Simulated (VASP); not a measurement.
# Rb (Fd-3m) in VASP: a series of runs

Runs on Rb. Level: PBE. Tasks: single point.

All numbers are computed with VASP 6.6.1; they aren't measurements. Logs are shortened: lines on timing, memory, paths and dates and some standing lists are left out, and cuts for length are marked.

## (1) The cell of the first run

Symmetry: Fd-3m, No. 227, cubic system. The conventional cell has a = 10.396 Å, b = 10.396 Å, c = 10.396 Å, α = 90.00°, β = 90.00°, γ = 90.00°.

## (2) Single point, PBE

File INCAR:

```
SYSTEM = Rb
PREC = Accurate
ENCUT = 520
EDIFF = 1E-7
ISMEAR = -1
SIGMA = 0.1
LREAL = .False.
LASPH = .True.
NELM = 100
ALGO = Normal
ISIF = 2
LWAVE = .False.
LCHARG = .True.
GGA = PE
LELF = .True.
LVHAR = .True.
NBANDS = 16
```

File KPOINTS:

```
Automatic mesh
0
Gamma
  6 6 6
  0 0 0
```

File POSCAR:

```
Rb
1.0
    0.0000000000      5.1979609271      5.1979609271
    5.1979609271      0.0000000000      5.1979609271
    5.1979609271      5.1979609271      0.0000000000
Rb
2
Direct
    0.1250000000      0.1250000000      0.1250000000
    0.8750000000      0.8750000000      0.8750000000
```

Potentials or basis: VASP PAW PBE potentials, release 64 (Rb_sv).

Run with:

```
cat potpaw_PBE.64/Rb_sv/POTCAR > POTCAR
mpirun -np 1 vasp_std > vasp.out
```

OUTCAR:

```text
SYSTEM = Rb
   PREC = Accurate
   ENCUT = 520
   EDIFF = 1E-7
   ISMEAR = -1
   LREAL = .False.
   LASPH = .True.
   NELM = 100
   ISIF = 2
   GGA = PE

 ion  position               nearest neighbor table
   1  0.125  0.125  0.125-   2 4.50   2 4.50   2 4.50   2 4.50
   2  0.875  0.875  0.875-   1 4.50   1 4.50   1 4.50   1 4.50

  LATTYP: Found a face centered cubic cell.
 ALAT       =    10.3959218542

  Lattice vectors:

 A1 = (   0.0000000000,   5.1979609271,   5.1979609271)
 A2 = (   5.1979609271,   0.0000000000,   5.1979609271)
 A3 = (   5.1979609271,   5.1979609271,   0.0000000000)

Analysis of symmetry for initial positions (statically):
=====================================================================
 Subroutine PRICEL returns:
 Original cell was already a primitive cell.

 Routine SETGRP: Setting up the symmetry group for a
 face centered cubic supercell.

 Subroutine GETGRP returns: Found 48 space group operations
 (whereof 12 operations were pure point group operations)
 out of a pool of 48 trial point group operations.

The static configuration has the point symmetry D_3d.
 The point group associated with its full space group is O_h .

Analysis of symmetry for dynamics (positions and initial velocities):
=====================================================================
 Subroutine PRICEL returns:
 Original cell was already a primitive cell.

 Routine SETGRP: Setting up the symmetry group for a
 face centered cubic supercell.

 Subroutine GETGRP returns: Found 48 space group operations
 (whereof 12 operations were pure point group operations)
 out of a pool of 48 trial point group operations.

The dynamic configuration has the point symmetry D_3d.
 The point group associated with its full space group is O_h .

 Subroutine INISYM returns: Found 48 space group operations
 (whereof 12 operations are pure point group operations),
 and found     1 'primitive' translations

----------------------------------------------------------------------------------------

                                     Primitive cell

  volume of cell :     280.8853

  direct lattice vectors                    reciprocal lattice vectors
     0.000000000  5.197960927  5.197960927    -0.096191566  0.096191566  0.096191566
     5.197960927  0.000000000  5.197960927     0.096191566 -0.096191566  0.096191566
     5.197960927  5.197960927  0.000000000     0.096191566  0.096191566 -0.096191566

  length of vectors
     7.351026840  7.351026840  7.351026840     0.166608679  0.166608679  0.166608679

  position of ions in fractional coordinates (direct lattice)
     0.125000000  0.125000000  0.125000000
     0.875000000  0.875000000  0.875000000

  ion indices of the primitive-cell ions
   primitive index   ion index
                 1           1
                 2           2

----------------------------------------------------------------------------------------

 KPOINTS: Automatic mesh

Automatic generation of k-mesh.
 Grid dimensions read from file:
 generate k-points for:    6    6    6

 Generating k-lattice:

  Cartesian coordinates                     Fractional coordinates (reciprocal lattice)
    -0.016031928  0.016031928  0.016031928     0.166666667  0.000000000  0.000000000
     0.016031928 -0.016031928  0.016031928     0.000000000  0.166666667  0.000000000
     0.016031928  0.016031928 -0.016031928     0.000000000  0.000000000  0.166666667

  Length of vectors
     0.027768113  0.027768113  0.027768113

  Shift w.r.t. Gamma in fractional coordinates (k-lattice)
     0.000000000  0.000000000  0.000000000

 Subroutine IBZKPT returns following result:
 ===========================================

 Found     16 irreducible k-points:

 Following reciprocal coordinates:
            Coordinates               Weight
  0.000000  0.000000  0.000000      1.000000
  0.166667  0.000000  0.000000      8.000000
  0.333333  0.000000  0.000000      8.000000
  0.500000  0.000000  0.000000      4.000000
  0.166667  0.166667  0.000000      6.000000
  0.333333  0.166667  0.000000     24.000000
[... 8 lines left out ...]
 -0.333333  0.333333  0.166667     24.000000
 -0.333333  0.500000  0.166667     12.000000
   k-points           NKPTS =     16   k-points in BZ     NKDIM =     16   number of bands    NBANDS=     16
   number of dos      NEDOS =    301   number of ions     NIONS =      2
   total plane-waves  NPLWV = 175616
   dimension x,y,z NGX =    56 NGY =   56 NGZ =   56
   dimension x,y,z NGXF=   112 NGYF=  112 NGZF=  112
   ions per type =               2
   NGX,Y,Z   is equivalent  to a cutoff of  12.66, 12.66, 12.66 a.u.
   NGXF,Y,Z  is equivalent  to a cutoff of  25.33, 25.33, 25.33 a.u.
 SYSTEM =  Rb
   PREC   = accura    normal or accurate (medium, high low for compatibility)
   ISTART =      0    job   : 0-new  1-cont  2-samecut
   ICHARG =      2    charge: 1-file 2-atom 10-const
   ISPIN  =      1    spin polarized calculation?
   LNONCOLLINEAR =      F non collinear calculations
   LSORBIT =      F    spin-orbit coupling
   LASPH  =      T    aspherical Exc in radial PAW
   ENCUT  =  520.0 eV  38.22 Ry    6.18 a.u.  13.67 13.67 13.67*2*pi/ulx,y,z
   NELM   =    100;   NELMIN=  2; NELMDL= -5     # of ELM steps
   EDIFF  = 0.1E-06   stopping-criterion for ELM
   LREAL  =      F    real-space projection
   EDIFFG = 0.1E-05   stopping-criterion for IOM
   NSW    =      0    number of steps for IOM
   IBRION =     -1    ionic relax: 0-MD 1-quasi-New 2-CG
   NFREE  =      0    steps in history (QN), initial steepest desc. (CG)
   ISIF   =      2    stress and relaxation
   ISYM   =      2    0-nonsym 1-usesym 2-fastsym
   POTIM  = 0.5000    time-step for ionic-motion
   TEBEG  =    0.0;   TEEND  =   0.0 temperature during run
   PSTRESS=    0.0 pullay stress
   NELECT =      18.0000    total number of electrons
   NUPDOWN=      -1.0000    fix difference up-down
   EMIN   =  10.00;   EMAX   =-10.00  energy-range for DOS
   EFERMI =   0.00;   METHOD = LEGACY
   ISMEAR =    -1;   SIGMA  =   0.10  broadening in eV -4-tet -1-fermi 0-gaus
   EFERMI_NEDOS =   21; number of points for ismear=-14 and -15
   IALGO  =     38    algorithm
   IMIX   =      4    mixing-type and parameters
     AMIX     =   0.40;   BMIX     =  1.00
     AMIX_MAG =   1.60;   BMIX_MAG =  1.00
  volume/ion in A,a.u.               =     140.44       947.75
  Fermi-wavevector in a.u.,A,eV,Ry     =   0.655123  1.238002  5.839427  0.429186
  Thomas-Fermi vector in A             =   1.725898
   LORBIT       =      0    0 simple, 1 ext, 2 COOP (PROOUT), +10 PAW based schemes
   GGA     = PE    functional components
   LHFCALC =     F    Hartree Fock is set to
   AEXX    =    0.0000 exact exchange contribution
   IVDW    =     0    specifies the selected vdW correction
   LEPSILON=     F    determine dielectric tensor
   LRPA    =     F    only Hartree local field effects (RPA)
 non-spin polarized calculation
  energy-cutoff  :      520.00
  volume of cell :      280.89
 maximum number of plane-waves:      7631
 NGX is ok and might be reduce to    56
   NGX = 27   NGY = 27   NGZ = 27

 number of electron      18.0000001 magnetization

 Free energy of the ion-electron system (eV)
  ---------------------------------------------------
  ext. energy  EPLUGINS =         0.00000000
  ---------------------------------------------------
  free energy    TOTEN  =        -1.37615840 eV

  energy without entropy =       -1.32124480  energy(sigma->0) =       -1.34870160

 E-fermi :  -0.7096     XC(G=0):  -4.4201

 val. band max:       -0.7121429957   @ k =   0.5000   0.0000   0.0000
 cond. band min:      -0.6991240862   @ k =   0.5000   0.5000   0.0000
 fundamental gap:      0.0130189095
 Fermi energy:        -0.7096001737

 k-point     1 :       0.0000    0.0000    0.0000
  band No.  band energies     occupation
      1     -30.0371      2.00000
      2     -30.0250      2.00000
      3     -14.1509      2.00000
      4     -14.1509      2.00000
      5     -14.1509      2.00000
      6     -14.0749      2.00000
[... 8 lines left out ...]
     15       1.6101      0.00000
     16       1.6101      0.00000

 k-point     2 :       0.1667    0.0000    0.0000
  band No.  band energies     occupation
      1     -30.0365      2.00000
      2     -30.0256      2.00000
      3     -14.1529      2.00000
      4     -14.1529      2.00000
      5     -14.1502      2.00000
      6     -14.0760      2.00000
[... 8 lines left out ...]
     15       1.5302      0.00000
     16       1.7361      0.00000

 k-point     3 :       0.3333    0.0000    0.0000
  band No.  band energies     occupation
      1     -30.0350      2.00000
      2     -30.0270      2.00000
      3     -14.1568      2.00000
      4     -14.1568      2.00000
      5     -14.1489      2.00000
      6     -14.0782      2.00000
[... 8 lines left out ...]
     15       1.5220      0.00000
     16       1.9833      0.00000

 k-point     4 :       0.5000    0.0000    0.0000
  band No.  band energies     occupation
      1     -30.0341      2.00000
      2     -30.0280      2.00000
      3     -14.1586      2.00000
      4     -14.1586      2.00000
      5     -14.1482      2.00000
      6     -14.0793      2.00000
[... 8 lines left out ...]
     15       1.5135      0.00000
     16       2.1432      0.00000
[... 172 lines left out ...]
 k-point    14 :       0.5000    0.3333    0.1667
  band No.  band energies     occupation
      1     -30.0337      2.00000
      2     -30.0284      2.00000
      3     -14.1650      2.00000
      4     -14.1616      2.00000
      5     -14.1332      2.00000
      6     -14.0939      2.00000
[... 8 lines left out ...]
     15       1.6995      0.00000
     16       2.0610      0.00000

 k-point    15 :      -0.3333    0.3333    0.1667
  band No.  band energies     occupation
      1     -30.0325      2.00000
      2     -30.0295      2.00000
      3     -14.1670      2.00000
      4     -14.1634      2.00000
      5     -14.1275      2.00000
      6     -14.0997      2.00000
[... 8 lines left out ...]
     15       1.8033      0.00000
     16       2.0209      0.00000

 k-point    16 :      -0.3333    0.5000    0.1667
  band No.  band energies     occupation
      1     -30.0310      2.00000
      2     -30.0310      2.00000
      3     -14.1665      2.00000
      4     -14.1665      2.00000
      5     -14.1137      2.00000
      6     -14.1137      2.00000
[... 8 lines left out ...]
     15       1.9739      0.00000
     16       1.9739      0.00000

------------------------ aborting loop because EDIFF is reached ----------------------------------------

  FORCE on cell =-STRESS in cart. coord.  units (eV):
  Direction    XX          YY          ZZ          XY          YZ          ZX
  --------------------------------------------------------------------------------------
  -------------------------------------------------------------------------------------
  Total        0.0071201      0.0071201      0.0071201      0.0000000     -0.0000000     -0.0000000
  in kB        0.0406134      0.0406134      0.0406134      0.0000000     -0.0000000     -0.0000000
  external PRESSURE =       0.0406134 kB  Pullay stress =       0.0000000 kB

 VOLUME and BASIS-vectors are now :
 -----------------------------------------------------------------------------
  energy-cutoff  :      520.00
  volume of cell :      280.89
      direct lattice vectors                 reciprocal lattice vectors
     0.000000000  5.197960927  5.197960927    -0.096191566  0.096191566  0.096191566
     5.197960927  0.000000000  5.197960927     0.096191566 -0.096191566  0.096191566
     5.197960927  5.197960927  0.000000000     0.096191566  0.096191566 -0.096191566

 POSITION                                       TOTAL-FORCE (eV/Angst)
 -----------------------------------------------------------------------------------
      1.29949      1.29949      1.29949        -0.000000      0.000000     -0.000000
      9.09643      9.09643      9.09643         0.000000     -0.000000      0.000000
 -----------------------------------------------------------------------------------
    total drift:                                0.000000      0.000000     -0.000000

  FREE ENERGIE OF THE ION-ELECTRON SYSTEM (eV)
  ---------------------------------------------------
  free  energy   TOTEN  =        -1.3761584023 eV

  energy  without entropy=       -1.3212448018  energy(sigma->0) =       -1.34870160
```

Wall time 58 s (1 thread of AMD EPYC 9R45 (Zen 5), shared host); peak memory 0.4 GiB.

Results:

| Quantity | Value |
| --- | --- |
| Free energy | -1.3762 eV |
| Pressure | 0.0 GPa |
| Band gap on the k mesh | zero (band 9 reaches -0.61 eV, above the bottom of band 10 at -0.71 eV) |

Levels at points of the mesh, in eV from the Fermi level:
```csv
k point,band 6,band 7,band 8,band 9,band 10,band 11,band 12,band 13
"(0.00, 0.00, 0.00)",-13.37,-13.37,-13.37,-1.50,2.03,2.03,2.03,2.24
"(0.50, 0.00, 0.00)",-13.37,-13.36,-13.36,-0.60,0.00,1.78,1.78,1.96
"(0.50, 0.50, 0.00)",-13.40,-13.35,-13.35,0.01,0.01,1.12,1.12,1.60
```

## (3) Single point, PBE (volume scaled by 1.04)

File INCAR:

```
ALGO     = Normal         # electronic algorithm
EDIFF    = 1E-6           # SCF threshold, eV
ENCUT    = 520            # plane-wave cutoff, eV
GGA      = PE             # functional
ISIF     = 2              # what is computed and relaxed
ISMEAR   = -1             # smearing method
LASPH    = True           # aspherical terms in the spheres
LCHARG   = False          # write CHGCAR
LREAL    = False          # projectors in reciprocal space
LWAVE    = False          # write WAVECAR
NBANDS   = 16             # bands
NELM     = 60             # most SCF steps
PREC     = Accurate       # precision mode
SIGMA    = 0.1            # smearing width, eV
```

File KPOINTS:

```
k-points
0
Gamma
  6 6 6
```

File POSCAR:

```
Rb
1.0
    0.0000000000      5.2663629940      5.2663629940
    5.2663629940      0.0000000000      5.2663629940
    5.2663629940      5.2663629940      0.0000000000
Rb
2
Direct
    0.1250000000      0.1250000000      0.1250000000
    0.8750000000      0.8750000000      0.8750000000
```

Potentials or basis: VASP PAW PBE potentials, release 64 (Rb_sv).

Run with:

```
cat potpaw_PBE.64/Rb_sv/POTCAR > POTCAR
mpirun -np 1 vasp_std > vasp.out
```

OUTCAR:

```text
EDIFF = 1E-6
   ENCUT = 520
   GGA = PE
   ISIF = 2
   ISMEAR = -1
   LASPH = True
   LREAL = False
   NELM = 60
   PREC = Accurate

 ion  position               nearest neighbor table
   1  0.125  0.125  0.125-   2 4.56   2 4.56   2 4.56   2 4.56
   2  0.875  0.875  0.875-   1 4.56   1 4.56   1 4.56   1 4.56

  LATTYP: Found a face centered cubic cell.
 ALAT       =    10.5327259880

  Lattice vectors:

[... 479 lines left out ...]
     16       1.8914      0.00000

------------------------ aborting loop because EDIFF is reached ----------------------------------------

  FORCE on cell =-STRESS in cart. coord.  units (eV):
  Direction    XX          YY          ZZ          XY          YZ          ZX
  --------------------------------------------------------------------------------------
  -------------------------------------------------------------------------------------
  Total       -0.0580111     -0.0580111     -0.0580111     -0.0000000      0.0000000     -0.0000000
  in kB       -0.3181703     -0.3181703     -0.3181703     -0.0000000      0.0000000     -0.0000000
  external PRESSURE =      -0.3181703 kB  Pullay stress =       0.0000000 kB

 VOLUME and BASIS-vectors are now :
 -----------------------------------------------------------------------------
  energy-cutoff  :      520.00
  volume of cell :      292.12
      direct lattice vectors                 reciprocal lattice vectors
     0.000000000  5.266362994  5.266362994    -0.094942183  0.094942183  0.094942183
     5.266362994  0.000000000  5.266362994     0.094942183 -0.094942183  0.094942183
     5.266362994  5.266362994  0.000000000     0.094942183  0.094942183 -0.094942183

 POSITION                                       TOTAL-FORCE (eV/Angst)
 -----------------------------------------------------------------------------------
      1.31659      1.31659      1.31659        -0.000000     -0.000000     -0.000000
      9.21614      9.21614      9.21614         0.000000      0.000000      0.000000
 -----------------------------------------------------------------------------------
    total drift:                                0.000000      0.000000     -0.000000

  FREE ENERGIE OF THE ION-ELECTRON SYSTEM (eV)
  ---------------------------------------------------
  free  energy   TOTEN  =        -1.3752614288 eV

  energy  without entropy=       -1.3202557994  energy(sigma->0) =       -1.34775861
```

It took 50 s on 1 thread of AMD EPYC 9R45 (Zen 5), shared host; peak memory 0.4 GiB.

What came out:

```yaml
Free_energy: -1.3753 eV
Pressure: 0.0 GPa
Band_gap_on_the_k_mesh: zero (band 9 reaches -0.68 eV, above the bottom of band 10 at -0.76 eV)
```

## (4) Single point, PBE (volume scaled by 1.08)

INCAR is that of step 3.

KPOINTS is that of step 3.

File POSCAR:

```
Rb
1.0
    0.0000000000      5.3330328942      5.3330328942
    5.3330328942      0.0000000000      5.3330328942
    5.3330328942      5.3330328942      0.0000000000
Rb
2
Direct
    0.1250000000      0.1250000000      0.1250000000
    0.8750000000      0.8750000000      0.8750000000
```

Run with:

```
cat potpaw_PBE.64/Rb_sv/POTCAR > POTCAR
mpirun -np 1 vasp_std > vasp.out
```

Wall time 50 s (1 thread of AMD EPYC 9R45 (Zen 5), shared host); peak memory 0.39 GiB.

It converged, with:

- Free energy: -1.3721 eV
- Pressure: -0.1 GPa
- Band gap on the k mesh: zero (band 9 reaches -0.75 eV, above the bottom of band 10 at -0.82 eV)

Levels at points of the mesh, in eV from the Fermi level:
| k point | band 6 | band 7 | band 8 | band 9 | band 10 | band 11 | band 12 | band 13 |
| --- | --- | --- | --- | --- | --- | --- | --- | --- |
| (0.00, 0.00, 0.00) | -13.37 | -13.37 | -13.37 | -1.41 | 1.98 | 1.98 | 1.98 | 2.24 |
| (0.50, 0.00, 0.00) | -13.37 | -13.36 | -13.36 | -0.58 | 0.03 | 1.79 | 1.79 | 1.90 |
| (0.50, 0.50, 0.00) | -13.40 | -13.36 | -13.36 | 0.00 | 0.00 | 1.14 | 1.14 | 1.53 |

## (5) Overview

```csv
cell,gap on the mesh (eV),pressure (GPa)
"a = 7.351 Å, angles 60.0°, 2 atoms",none,0.0
"a = 7.448 Å, angles 60.0°, 2 atoms",none,0.0
"a = 7.542 Å, angles 60.0°, 2 atoms",none,-0.1
```

Alike in all rows: task single point; level PBE; potentials or basis VASP PAW PBE potentials, release 64 (Rb_sv); no spin polarisation; k mesh 6 × 6 × 6; cutoff (eV) 520; smearing fermi-dirac 0.1 eV.

Total energies depend on the potentials used, so only differences within one code and one set of settings carry meaning.
